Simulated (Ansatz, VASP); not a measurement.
**Al2Pt in VASP and in Ansatz**

```
CELL_PARAMETERS angstrom
0.00000 2.89115 2.89115
2.89115 0.00000 2.89115
2.89115 2.89115 0.00000
ATOMIC_POSITIONS crystal
Al 0.25000 0.25000 0.25000
Al 0.75000 0.75000 0.75000
Pt 0.00000 0.00000 0.00000
```

Alike in both runs: functional r2SCAN; k mesh 10 × 10 × 10; occupations fermi-dirac, width 0.1 eV; no spin polarisation.

Ansatz relaxed the structure, and its values are those at the end. VASP's run is a single point on that final structure, the one shown.

```csv
,VASP,Ansatz
version,VASP 6.6.1,Ansatz 0.2.0
potentials or method,"VASP PAW PBE potentials, release 64 (Al, Pt), cutoff 520 eV",PAW plane waves
valence electrons in the cell,16,24
```

VASP gave:

```
pressure (GPa) : 9.9
```

Q: What did Ansatz give for the same quantities?

A: Pressure (GPa): 10.1.

VASP's potentials were made for PBE, not for r2SCAN. VASP's potentials hold 16 valence electrons a cell and Ansatz's 24, so a difference there can come from the potentials and not from the codes. Ansatz's warnings: stress scf threshold loose.

Neither program's run includes spin-orbit coupling.
